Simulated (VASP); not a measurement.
# TiAl (Pmmm) in VASP: further runs

The runs below take TiAl through single point, with PBEsol.

All numbers are computed with VASP 6.6.1; they aren't measurements. Logs are shortened: lines on timing, memory, paths and dates and some standing lists are left out, and cuts for length are marked.

### 1 The cell of the first run

It takes space group Pmmm (No. 47, orthorhombic). The conventional cell has a = 2.925 Å, b = 3.156 Å, c = 3.503 Å, α = 90.00°, β = 90.00°, γ = 90.00°. Within 3.7 Å of Ti (site symmetry mmm) lie 8 Al at 2.77 Å and 6 Ti at 2.92 to 3.50 Å. Within 3.7 Å of Al (site symmetry mmm) lie 8 Ti at 2.77 Å and 6 Al at 2.92 to 3.50 Å.

### 2 Single point, PBEsol (normal strain along x -0.0733, normal strain along y +0.1100)

File INCAR:

```
SYSTEM = TiAl
  PREC = Accurate
  ENCUT = 520
  EDIFF = 1E-6
  ISMEAR = 0
  SIGMA = 0.15
  LREAL = .False.
  LASPH = .True.
  NELM = 100
  ALGO = Fast
  ISIF = 2
  LWAVE = .False.
  LCHARG = .False.
  GGA = PS
  NBANDS = 14
```

File KPOINTS:

```
regular mesh
0
Gamma
  14 14 14
  0 0 0
```

File POSCAR:

```
TiAl
1.0
    2.9247348007      0.0000000000      0.0000000000
    0.0000000000      3.5032433677      0.0000000000
    0.0000000000      0.0000000000      3.1560751060
Ti Al
1 1
Direct
    0.0000000000      0.0000000000      0.0000000000
    0.5000000000      0.5000000000      0.5000000000
```

Potentials or basis: VASP PAW PBE potentials, release 64 (Ti_sv, Al).

Run with:

```sh
$ cat potpaw_PBE.64/Ti_sv/POTCAR potpaw_PBE.64/Al/POTCAR > POTCAR
$ mpirun -np 1 vasp_std > vasp.out
```

OUTCAR:

```text
SYSTEM = TiAl
   PREC = Accurate
   ENCUT = 520
   EDIFF = 1E-6
   ISMEAR = 0
   LREAL = .False.
   LASPH = .True.
   NELM = 100
   ISIF = 2
   GGA = PS

 ion  position               nearest neighbor table
   1  0.000  0.000  0.000-   2 2.77   2 2.77   2 2.77   2 2.77   2 2.77   2 2.77   2 2.77   2 2.77

   2  0.500  0.500  0.500-   1 2.77   1 2.77   1 2.77   1 2.77   1 2.77   1 2.77   1 2.77   1 2.77

  LATTYP: Found a simple orthorhombic cell.
 ALAT       =     2.9247348007
 B/A-ratio  =     1.0790978742
 C/A-ratio  =     1.1977986404

  Lattice vectors:

 A1 = (  -2.9247348007,   0.0000000000,   0.0000000000)
 A2 = (   0.0000000000,   0.0000000000,   3.1560751060)
 A3 = (   0.0000000000,   3.5032433677,   0.0000000000)

Analysis of symmetry for initial positions (statically):
=====================================================================
 Subroutine PRICEL returns:
 Original cell was already a primitive cell.

 Routine SETGRP: Setting up the symmetry group for a
 simple orthorhombic supercell.

 Subroutine GETGRP returns: Found  8 space group operations
 (whereof  8 operations were pure point group operations)
 out of a pool of  8 trial point group operations.

The static configuration has the point symmetry D_2h.

Analysis of symmetry for dynamics (positions and initial velocities):
=====================================================================
 Subroutine PRICEL returns:
 Original cell was already a primitive cell.

 Routine SETGRP: Setting up the symmetry group for a
 simple orthorhombic supercell.

 Subroutine GETGRP returns: Found  8 space group operations
 (whereof  8 operations were pure point group operations)
 out of a pool of  8 trial point group operations.

The dynamic configuration has the point symmetry D_2h.

 Subroutine INISYM returns: Found  8 space group operations
 (whereof  8 operations are pure point group operations),
 and found     1 'primitive' translations

----------------------------------------------------------------------------------------

                                     Primitive cell

  volume of cell :      32.3373

  direct lattice vectors                    reciprocal lattice vectors
     2.924734801  0.000000000  0.000000000     0.341911342  0.000000000  0.000000000
     0.000000000  3.503243368  0.000000000     0.000000000  0.285449766  0.000000000
     0.000000000  0.000000000  3.156075106     0.000000000  0.000000000  0.316849240

  length of vectors
     2.924734801  3.503243368  3.156075106     0.341911342  0.285449766  0.316849240

  position of ions in fractional coordinates (direct lattice)
     0.000000000  0.000000000  0.000000000
     0.500000000  0.500000000  0.500000000

  ion indices of the primitive-cell ions
   primitive index   ion index
                 1           1
                 2           2

----------------------------------------------------------------------------------------

 KPOINTS: regular mesh

Automatic generation of k-mesh.
 Grid dimensions read from file:
 generate k-points for:   14   14   14

 Generating k-lattice:

  Cartesian coordinates                     Fractional coordinates (reciprocal lattice)
     0.024422239  0.000000000  0.000000000     0.071428571  0.000000000  0.000000000
     0.000000000  0.020389269  0.000000000     0.000000000  0.071428571  0.000000000
     0.000000000  0.000000000  0.022632089     0.000000000  0.000000000  0.071428571

  Length of vectors
     0.024422239  0.020389269  0.022632089

  Shift w.r.t. Gamma in fractional coordinates (k-lattice)
     0.000000000  0.000000000  0.000000000

 Subroutine IBZKPT returns following result:
 ===========================================

 Found    512 irreducible k-points:

 Following reciprocal coordinates:
            Coordinates               Weight
  0.000000  0.000000  0.000000      1.000000
  0.071429  0.000000  0.000000      2.000000
  0.142857  0.000000  0.000000      2.000000
  0.214286  0.000000  0.000000      2.000000
  0.285714  0.000000  0.000000      2.000000
  0.357143  0.000000  0.000000      2.000000
[... 16 lines left out ...]
  0.428571  0.142857  0.000000      4.000000
  0.500000  0.142857  0.000000      2.000000
 [... further k-points ...]
   k-points           NKPTS =    512   k-points in BZ     NKDIM =    512   number of bands    NBANDS=     14
   number of dos      NEDOS =    301   number of ions     NIONS =      2
   total plane-waves  NPLWV =  16128
   dimension x,y,z NGX =    24 NGY =   28 NGZ =   24
   dimension x,y,z NGXF=    48 NGYF=   56 NGZF=   48
   ions per type =               1   1
   NGX,Y,Z   is equivalent  to a cutoff of  13.64, 13.29, 12.64 a.u.
   NGXF,Y,Z  is equivalent  to a cutoff of  27.28, 26.57, 25.28 a.u.
 SYSTEM =  TiAl
   PREC   = accura    normal or accurate (medium, high low for compatibility)
   ISTART =      0    job   : 0-new  1-cont  2-samecut
   ICHARG =      2    charge: 1-file 2-atom 10-const
   ISPIN  =      1    spin polarized calculation?
   LNONCOLLINEAR =      F non collinear calculations
   LSORBIT =      F    spin-orbit coupling
   LASPH  =      T    aspherical Exc in radial PAW
   ENCUT  =  520.0 eV  38.22 Ry    6.18 a.u.   5.44  6.51  5.87*2*pi/ulx,y,z
   NELM   =    100;   NELMIN=  2; NELMDL= -5     # of ELM steps
   EDIFF  = 0.1E-05   stopping-criterion for ELM
   LREAL  =      F    real-space projection
   EDIFFG = 0.1E-04   stopping-criterion for IOM
   NSW    =      0    number of steps for IOM
   IBRION =     -1    ionic relax: 0-MD 1-quasi-New 2-CG
   NFREE  =      0    steps in history (QN), initial steepest desc. (CG)
   ISIF   =      2    stress and relaxation
   ISYM   =      2    0-nonsym 1-usesym 2-fastsym
   POTIM  = 0.5000    time-step for ionic-motion
   TEBEG  =    0.0;   TEEND  =   0.0 temperature during run
   PSTRESS=    0.0 pullay stress
   NELECT =      15.0000    total number of electrons
   NUPDOWN=      -1.0000    fix difference up-down
   EMIN   =  10.00;   EMAX   =-10.00  energy-range for DOS
   EFERMI =   0.00;   METHOD = LEGACY
   ISMEAR =     0;   SIGMA  =   0.15  broadening in eV -4-tet -1-fermi 0-gaus
   EFERMI_NEDOS =   21; number of points for ismear=-14 and -15
   IALGO  =     68    algorithm
   IMIX   =      4    mixing-type and parameters
     AMIX     =   0.40;   BMIX     =  1.00
     AMIX_MAG =   1.60;   BMIX_MAG =  1.00
  volume/ion in A,a.u.               =      16.17       109.11
  Fermi-wavevector in a.u.,A,eV,Ry     =   1.267274  2.394801 21.850732  1.605984
  Thomas-Fermi vector in A             =   2.400431
   LORBIT       =      0    0 simple, 1 ext, 2 COOP (PROOUT), +10 PAW based schemes
   GGA     = PS    functional components
   LHFCALC =     F    Hartree Fock is set to
   AEXX    =    0.0000 exact exchange contribution
   IVDW    =     0    specifies the selected vdW correction
   LEPSILON=     F    determine dielectric tensor
   LRPA    =     F    only Hartree local field effects (RPA)
 non-spin polarized calculation
 RMM-DIIS sequential band-by-band and
 Gauss-broadening in eV      SIGMA  =   0.15
  energy-cutoff  :      520.00
  volume of cell :       32.34
 maximum number of plane-waves:       892
 NGX is ok and might be reduce to    24
   NGX = 11   NGY = 13   NGZ = 11

 number of electron      14.9999996 magnetization

 Free energy of the ion-electron system (eV)
  ---------------------------------------------------
  ext. energy  EPLUGINS =         0.00000000
  ---------------------------------------------------
  free energy    TOTEN  =       -13.05488338 eV

  energy without entropy =      -13.02723151  energy(sigma->0) =      -13.04105744

 E-fermi :   8.4711     XC(G=0): -11.1561

 val. band max:        8.4698046143   @ k =   0.3571   0.2857   0.0000
 cond. band min:       8.4735787663   @ k =   0.3571   0.1429   0.1429
 fundamental gap:      0.0037741520
 Fermi energy:         8.4711238023

 k-point     1 :       0.0000    0.0000    0.0000
  band No.  band energies     occupation
      1     -48.0716      2.00000
      2     -24.4754      2.00000
      3     -24.3764      2.00000
      4     -24.2070      2.00000
      5      -0.6461      2.00000
      6       6.9314      2.00000
      7       7.3245      2.00000
      8      10.0014      0.00000
      9      10.5128      0.00000
     10      10.6727      0.00000
     11      10.8833      0.00000
     12      13.2207      0.00000
     13      15.5454      0.00000
     14      16.8172      0.00000

 k-point     2 :       0.0714    0.0000    0.0000
  band No.  band energies     occupation
      1     -48.0696      2.00000
      2     -24.4734      2.00000
      3     -24.3747      2.00000
      4     -24.2251      2.00000
      5      -0.5505      2.00000
      6       6.9844      2.00000
      7       7.3497      2.00000
      8       9.9395      0.00000
      9      10.0193      0.00000
     10      10.7037      0.00000
     11      11.2860      0.00000
     12      13.4411      0.00000
     13      14.7383      0.00000
     14      16.7610      0.00000

 k-point     3 :       0.1429    0.0000    0.0000
  band No.  band energies     occupation
      1     -48.0641      2.00000
      2     -24.4680      2.00000
      3     -24.3699      2.00000
      4     -24.2757      2.00000
      5      -0.2667      2.00000
      6       7.1271      2.00000
      7       7.3812      2.00000
      8       9.3454      0.00000
      9      10.0701      0.00000
     10      10.3028      0.00000
     11      12.0076      0.00000
     12      13.4840      0.00000
     13      13.9732      0.00000
     14      16.5935      0.00000
[... 324 lines left out ...]
 k-point    23 :       0.4286    0.1429    0.0000
  band No.  band energies     occupation
      1     -48.0328      2.00000
      2     -24.5458      2.00000
      3     -24.4500      2.00000
      4     -24.3422      2.00000
      5       2.7044      2.00000
      6       4.8066      2.00000
      7       7.5965      2.00000
      8       8.2864      1.91848
      9       9.0017      0.00000
     10      10.1800      0.00000
     11      12.1847      0.00000
     12      14.0481      0.00000
     13      15.4706      0.00000
     14      17.5370      0.00000

 k-point    24 :       0.5000    0.1429    0.0000
  band No.  band energies     occupation
      1     -48.0308      2.00000
      2     -24.5631      2.00000
      3     -24.4479      2.00000
      4     -24.3404      2.00000
      5       3.5135      2.00000
      6       3.9346      2.00000
      7       7.6323      2.00000
      8       8.2801      1.92835
      9       8.9362      0.00001
     10      10.2041      0.00000
     11      12.2619      0.00000
     12      14.5595      0.00000
     13      14.9854      0.00000
     14      17.6645      0.00000

 [... further k-points ...]

------------------------ aborting loop because EDIFF is reached ----------------------------------------

  FORCE on cell =-STRESS in cart. coord.  units (eV):
  Direction    XX          YY          ZZ          XY          YZ          ZX
  --------------------------------------------------------------------------------------
  -------------------------------------------------------------------------------------
  Total       -0.7045842      0.5043999     -1.4477771      0.0000000      0.0000000      0.0000000
  in kB      -34.9091551     24.9908736    -71.7312099      0.0000000      0.0000000      0.0000000
  external PRESSURE =     -27.2164971 kB  Pullay stress =       0.0000000 kB

 VOLUME and BASIS-vectors are now :
 -----------------------------------------------------------------------------
  energy-cutoff  :      520.00
  volume of cell :       32.34
      direct lattice vectors                 reciprocal lattice vectors
     2.924734801  0.000000000  0.000000000     0.341911342  0.000000000  0.000000000
     0.000000000  3.503243368  0.000000000     0.000000000  0.285449766  0.000000000
     0.000000000  0.000000000  3.156075106     0.000000000  0.000000000  0.316849240

 POSITION                                       TOTAL-FORCE (eV/Angst)
 -----------------------------------------------------------------------------------
      0.00000      0.00000      0.00000         0.000000      0.000000      0.000000
      1.46237      1.75162      1.57804         0.000000      0.000000      0.000000
 -----------------------------------------------------------------------------------
    total drift:                                0.000000      0.000000      0.000000

  FREE ENERGIE OF THE ION-ELECTRON SYSTEM (eV)
  ---------------------------------------------------
  free  energy   TOTEN  =       -13.0548833798 eV

  energy  without entropy=      -13.0272315084  energy(sigma->0) =      -13.04105744
```

Wall time 2.1 min (1 thread of Intel Xeon 6975P-C (Granite Rapids), shared host); peak memory 0.34 GiB.

Results:

```yaml
Free_energy: -13.0549 eV
Pressure: -2.7 GPa
```

Stress tensor (GPa, compression positive):
```
-3.49  0.00  0.00
 0.00  2.50  0.00
 0.00  0.00 -7.17
```

Caveat: the cell differs from its parent crystal (normal strain along x -0.0733, normal strain along y +0.1100); the PAW data sets were made with another functional, which shifts forces and pressure a little.

[end of part 1 of 2]
